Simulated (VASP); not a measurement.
# Pd (Fd-3m) in VASP: single point with PBE

Aim: the single point of Pd with PBE.

Everything below comes from runs of VASP 6.6.1. Logs are shortened: lines on timing, memory, paths and dates and some standing lists are left out, and cuts for length are marked.

## (1) The cell of the first run

Symmetry: Fd-3m, No. 227, cubic system. Conventional cell: a = 5.732 Å, b = 5.732 Å, c = 5.732 Å, α = 90.00°, β = 90.00°, γ = 90.00°. Within 3.3 Å of Pd (site symmetry -43m) lie 4 Pd at 2.48 Å.

This isn't the form of Pd at room conditions, which is fcc.

## (2) Single point, PBE

File INCAR:

```
SYSTEM = Pd
PREC = Accurate
ENCUT = 520
EDIFF = 1E-6
ISMEAR = -1
SIGMA = 0.06122561905347299
LREAL = .FALSE.
LASPH = .TRUE.
NELM = 80
ALGO = Normal
ISIF = 2
LWAVE = .FALSE.
LCHARG = .FALSE.
GGA = PE
NBANDS = 17
```

File KPOINTS:

```
Automatic mesh
0
G
  32 32 32
  0 0 0
```

File POSCAR:

```
Pd
1.0
    0.0000000000      2.8659321668      2.8659321668
    2.8659321668      0.0000000000      2.8659321668
    2.8659321668      2.8659321668      0.0000000000
Pd
2
Direct
    0.0000000000      0.0000000000      0.0000000000
    0.2500000000      0.2500000000      0.2500000000
```

Potentials or basis: VASP PAW PBE potentials, release 64 (Pd).

On the command line:

```sh
cat potpaw_PBE.64/Pd/POTCAR > POTCAR
mpirun -np 1 vasp_std > vasp.out
```

OUTCAR:

```text
SYSTEM = Pd
   PREC = Accurate
   ENCUT = 520
   EDIFF = 1E-6
   ISMEAR = -1
   LREAL = .FALSE.
   LASPH = .TRUE.
   NELM = 80
   ISIF = 2
   GGA = PE

 ion  position               nearest neighbor table
   1  0.000  0.000  0.000-   2 2.48   2 2.48   2 2.48   2 2.48
   2  0.250  0.250  0.250-   1 2.48   1 2.48   1 2.48   1 2.48

  LATTYP: Found a face centered cubic cell.
 ALAT       =     5.7318643336

  Lattice vectors:

 A1 = (   0.0000000000,   2.8659321668,   2.8659321668)
 A2 = (   2.8659321668,   0.0000000000,   2.8659321668)
 A3 = (   2.8659321668,   2.8659321668,   0.0000000000)

Analysis of symmetry for initial positions (statically):
=====================================================================
 Subroutine PRICEL returns:
 Original cell was already a primitive cell.

 Routine SETGRP: Setting up the symmetry group for a
 face centered cubic supercell.

 Subroutine GETGRP returns: Found 48 space group operations
 (whereof 24 operations were pure point group operations)
 out of a pool of 48 trial point group operations.

The static configuration has the point symmetry T_d .
 The point group associated with its full space group is O_h .

Analysis of symmetry for dynamics (positions and initial velocities):
=====================================================================
 Subroutine PRICEL returns:
 Original cell was already a primitive cell.

 Routine SETGRP: Setting up the symmetry group for a
 face centered cubic supercell.

 Subroutine GETGRP returns: Found 48 space group operations
 (whereof 24 operations were pure point group operations)
 out of a pool of 48 trial point group operations.

The dynamic configuration has the point symmetry T_d .
 The point group associated with its full space group is O_h .

 Subroutine INISYM returns: Found 48 space group operations
 (whereof 24 operations are pure point group operations),
 and found     1 'primitive' translations

----------------------------------------------------------------------------------------

                                     Primitive cell

  volume of cell :      47.0791

  direct lattice vectors                    reciprocal lattice vectors
     0.000000000  2.865932167  2.865932167    -0.174463306  0.174463306  0.174463306
     2.865932167  0.000000000  2.865932167     0.174463306 -0.174463306  0.174463306
     2.865932167  2.865932167  0.000000000     0.174463306  0.174463306 -0.174463306

  length of vectors
     4.053040139  4.053040139  4.053040139     0.302179310  0.302179310  0.302179310
[... 80 lines left out ...]
   NELM   =     80;   NELMIN=  2; NELMDL= -5     # of ELM steps
   EDIFF  = 0.1E-05   stopping-criterion for ELM
   LREAL  =      F    real-space projection
   EDIFFG = 0.1E-04   stopping-criterion for IOM
   NSW    =      0    number of steps for IOM
   IBRION =     -1    ionic relax: 0-MD 1-quasi-New 2-CG
   NFREE  =      0    steps in history (QN), initial steepest desc. (CG)
   ISIF   =      2    stress and relaxation
   ISYM   =      2    0-nonsym 1-usesym 2-fastsym
   POTIM  = 0.5000    time-step for ionic-motion
   TEBEG  =    0.0;   TEEND  =   0.0 temperature during run
   PSTRESS=    0.0 pullay stress
   NELECT =      20.0000    total number of electrons
   NUPDOWN=      -1.0000    fix difference up-down
   EMIN   =  10.00;   EMAX   =-10.00  energy-range for DOS
   EFERMI =   0.00;   METHOD = LEGACY
   ISMEAR =    -1;   SIGMA  =   0.06  broadening in eV -4-tet -1-fermi 0-gaus
   EFERMI_NEDOS =   21; number of points for ismear=-14 and -15
   IALGO  =     38    algorithm
   IMIX   =      4    mixing-type and parameters
     AMIX     =   0.40;   BMIX     =  1.00
     AMIX_MAG =   1.60;   BMIX_MAG =  1.00
  volume/ion in A,a.u.               =      23.54       158.85
  Fermi-wavevector in a.u.,A,eV,Ry     =   1.230672  2.325633 20.606746  1.514553
  Thomas-Fermi vector in A             =   2.365511
   LORBIT       =      0    0 simple, 1 ext, 2 COOP (PROOUT), +10 PAW based schemes
   GGA     = PE    functional components
   LHFCALC =     F    Hartree Fock is set to
   AEXX    =    0.0000 exact exchange contribution
   IVDW    =     0    specifies the selected vdW correction
   LEPSILON=     F    determine dielectric tensor
   LRPA    =     F    only Hartree local field effects (RPA)
 non-spin polarized calculation
  energy-cutoff  :      520.00
  volume of cell :       47.08
 maximum number of plane-waves:      1299
   NGX = 15   NGY = 15   NGZ = 15

 number of electron      20.0000009 magnetization

 Free energy of the ion-electron system (eV)
  ---------------------------------------------------
  ext. energy  EPLUGINS =         0.00000000
  ---------------------------------------------------
  free energy    TOTEN  =        -8.18663984 eV

  energy without entropy =       -8.10445695  energy(sigma->0) =       -8.14554840

 E-fermi :   4.3148     XC(G=0): -10.1259

 val. band max:        4.3147101244   @ k =  -0.3125   0.3750   0.1875
 cond. band min:       4.3148845265   @ k =   0.4688   0.1875   0.0937
 fundamental gap:      0.0001744021
 Fermi energy:         4.3148194155

 k-point     1 :       0.0000    0.0000    0.0000
  band No.  band energies     occupation
      1      -0.3474      2.00000
      2       0.8426      2.00000
      3       0.8426      2.00000
      4       0.9888      2.00000
      5       0.9888      2.00000
      6       0.9888      2.00000
[... 457 lines left out ...]
      4       1.0232      2.00000
      5       1.2375      2.00000
      6       1.3372      2.00000
[... 9 lines left out ...]
     16      17.4170      0.00000
     17      17.6966      0.00000

 [... further k-points ...]

------------------------ aborting loop because EDIFF is reached ----------------------------------------

  FORCE on cell =-STRESS in cart. coord.  units (eV):
  Direction    XX          YY          ZZ          XY          YZ          ZX
  --------------------------------------------------------------------------------------
  -------------------------------------------------------------------------------------
  Total        0.7601690      0.7601690      0.7601690      0.0000000      0.0000000     -0.0000000
  in kB       25.8697957     25.8697957     25.8697957      0.0000000      0.0000000     -0.0000000
  external PRESSURE =      25.8697957 kB  Pullay stress =       0.0000000 kB

 VOLUME and BASIS-vectors are now :
 -----------------------------------------------------------------------------
  energy-cutoff  :      520.00
  volume of cell :       47.08
      direct lattice vectors                 reciprocal lattice vectors
     0.000000000  2.865932167  2.865932167    -0.174463306  0.174463306  0.174463306
     2.865932167  0.000000000  2.865932167     0.174463306 -0.174463306  0.174463306
     2.865932167  2.865932167  0.000000000     0.174463306  0.174463306 -0.174463306

 POSITION                                       TOTAL-FORCE (eV/Angst)
 -----------------------------------------------------------------------------------
      0.00000      0.00000      0.00000         0.000000      0.000000      0.000000
      1.43297      1.43297      1.43297        -0.000000     -0.000000     -0.000000
 -----------------------------------------------------------------------------------
    total drift:                                0.000000     -0.000000      0.000000

  FREE ENERGIE OF THE ION-ELECTRON SYSTEM (eV)
  ---------------------------------------------------
  free  energy   TOTEN  =        -8.1866398446 eV

  energy  without entropy=       -8.1044569542  energy(sigma->0) =       -8.14554840
```

OSZICAR:

```text
N       E                     dE             d eps       ncg     rms          rms(c)
DAV:   1     0.106064519521E+03    0.10606E+03   -0.95283E+03 30498   0.106E+03
DAV:   2    -0.648699262637E+01   -0.11255E+03   -0.10484E+03 32342   0.232E+02
DAV:   3    -0.836396273917E+01   -0.18770E+01   -0.18630E+01 36598   0.334E+01
DAV:   4    -0.838282976237E+01   -0.18867E-01   -0.18864E-01 36069   0.313E+00
DAV:   5    -0.838331819495E+01   -0.48843E-03   -0.48842E-03 37360   0.544E-01    0.720E+00
DAV:   6    -0.820728928820E+01    0.17603E+00   -0.79691E-01 34903   0.739E+00    0.433E+00
DAV:   7    -0.819145444012E+01    0.15835E-01   -0.36919E-02 33737   0.158E+00    0.244E+00
DAV:   8    -0.818654771261E+01    0.49067E-02   -0.55118E-03 35441   0.628E-01    0.748E-02
DAV:   9    -0.818662263796E+01   -0.74925E-04   -0.12851E-04 37197   0.745E-02    0.321E-02
DAV:  10    -0.818663971750E+01   -0.17080E-04   -0.19495E-05 33572   0.323E-02    0.424E-03
DAV:  11    -0.818663984456E+01   -0.12706E-06   -0.19759E-07 29684   0.297E-03
   1 F= -.81866398E+01 E0= -.81455484E+01  d E =-.821829E-01
```

Run time: 7.4 min. Hardware: 1 thread of Intel Xeon Platinum 8488C (Sapphire Rapids), shared host; peak memory 0.66 GiB.

What came out:

| Item | Value |
| --- | --- |
| Free energy | -8.1866 eV |
| Pressure | 2.6 GPa |
| Band gap on the k mesh | zero (bands 10 and 11 overlap by 0.41 eV) |
